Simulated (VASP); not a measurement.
Crystal: Tl.

```
Tl
1.0
     5.41113    0.00000    0.00000
    -2.70557    4.68618    0.00000
     0.00000    0.00000    3.31703
Tl
3
Direct
  0.00000 0.00000 0.00000
  0.33333 0.66667 0.50000
  0.66667 0.33333 0.50000
```

| Property | Result |
| --- | --- |
| Program | VASP 6.6.1 |
| Task | relaxation of cell and atoms |
| Functional | PBE |
| Potentials or basis | VASP PAW PBE potentials, release 64 (Tl_d) |
| Cutoff | 600 eV |
| k mesh | 7 × 7 × 10 |
| Occupations | fermi-dirac, width 0.1 eV |
| Spin | no spin polarisation |

At the start: pressure 4.3 GPa; volume 28.04 Å³/atom.

**Question.** How do energy, volume and symmetry change on relaxing?

**Answer.** Over 5 steps the energy falls by 42.8 meV/atom and the volume is 31.61 Å³/atom (+12.8 %); space group P6/mmm (No. 191, to 0.05 Å).

Step by step:
| step | energy change (eV) | largest force (eV/Å) | pressure (GPa) | volume (Å³) |
| --- | --- | --- | --- | --- |
| 1 | 0.0000 | 0.0000 | 4.34 | 84.11 |
| 2 | -0.1270 | 0.0000 | 0.35 | 93.70 |
| 3 | -0.1283 | 0.0000 | -0.04 | 95.06 |
| 4 | -0.1283 | 0.0000 | 0.02 | 94.84 |
| 5 | -0.1283 | 0.0000 | 0.02 | 94.84 |

Final structure:
```xyz
3
Lattice="5.6301 0.0000 0.0000 -2.8150 4.8758 0.0000 0.0000 0.0000 3.4547" Properties=species:S:1:pos:R:3 pbc="T T T"
Tl    5.6301    0.0000    0.0000
Tl    0.0000    3.2505    1.7274
Tl    2.8150    1.6253    1.7274
```
